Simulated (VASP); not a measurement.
VH:

```
V H
1.0
     0.00000    1.96375    1.96375
     1.96375    0.00000    1.96375
     1.96375    1.96375    0.00000
V H
1 1
Direct
  0.00000 0.00000 0.00000
  0.50000 0.50000 0.50000
```

```yaml
Program: VASP 6.6.1
Task: relaxation of cell and atoms
Functional: BLYP
Dispersion: D3(BJ)
Potentials_or_basis: VASP PAW PBE potentials, release 64 (V_sv, H)
Cutoff: 600 eV
k_mesh: 12 × 12 × 12
Occupations: fermi-dirac, width 0.1 eV
Spin: collinear spin, ferromagnetic start
Starting_moments: "[1.5, 0.0] μB"
```

At the start: pressure -11.4 GPa; volume 7.57 Å³/atom.

Question: How do energy, volume and symmetry change on relaxing?

Answer: Over 3 steps the energy falls by 16.0 meV/atom and the volume is 7.14 Å³/atom (-5.7 %); space group Fm-3m (No. 225, to 0.1 Å) before and after; moment 0.00 μB per cell.

The path:
```tsv
step	energy change (eV)	largest force (eV/Å)	pressure (GPa)	volume (Å³)
1	0.0000	0.0000	-11.36	15.15
2	-0.0277	0.0000	4.75	14.00
3	-0.0320	0.0000	0.01	14.29
```

Final structure:
```yaml
crystal:
  lattice:
    - [0.00000, 1.92600, 1.92600]
    - [1.92600, 0.00000, 1.92600]
    - [1.92600, 1.92600, 0.00000]
  atoms:
    - { symbol: V, position: [0.00000, 0.00000, 0.00000] }
    - { symbol: H, position: [0.50000, 0.50000, 0.50000] }
```

Caveat: the moments typed at the start vanished in this run; the PAW data sets were made with another functional, which shifts forces and pressure a little.
